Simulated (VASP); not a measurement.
Wanted: the native input for a VASP 6.6.1 run.

| Item | Value |
| --- | --- |
| Task | single point |
| Functional | LDA |
| Potentials or basis | VASP PAW LDA potentials, release 64 (P, B) |
| Cutoff | 520 eV |
| k mesh | 10 × 10 × 10 |
| Occupations | fermi-dirac, width 0.05 eV |
| Spin | no spin polarisation |
| Dipole correction | no |
| Further INCAR settings | ALGO = Normal; EDIFF = 1e-06; NBANDS = 11 |

The structure of BP lies in POSCAR:

```
BP
1.0
    0.0000000000      2.2690000000      2.2690000000
    2.2690000000      0.0000000000      2.2690000000
    2.2690000000      2.2690000000      0.0000000000
P B
1 1
Direct
    0.7500000000      0.7500000000      0.7500000000
    0.0000000000      0.0000000000      0.0000000000
```

These files were run (other wordings do the same):

INCAR

```
PREC = Accurate
ENCUT = 520
EDIFF = 1E-6
ISMEAR = -1
SIGMA = 0.05
LREAL = False
LASPH = True
NELM = 100
ALGO = Normal
ISIF = 2
LWAVE = False
LCHARG = False
GGA = CA
NBANDS = 11
```

KPOINTS

```
Automatic mesh
0
Gamma
  10 10 10
```

Potentials or basis: VASP PAW LDA potentials, release 64 (P, B).

Launch:

```console
$ cat potpaw_LDA.64/P/POTCAR potpaw_LDA.64/B/POTCAR > POTCAR
$ mpirun -np 1 vasp_std > vasp.out
```

Results of the run:

| Property | Result |
| --- | --- |
| Pressure | -5.3 GPa |
| Band gap on the k mesh | 1.19 eV, indirect (least direct gap 3.38 eV) |

It took 20 s on 1 thread of AMD EPYC 7R13 (shared host), peak memory 0.1 GiB.
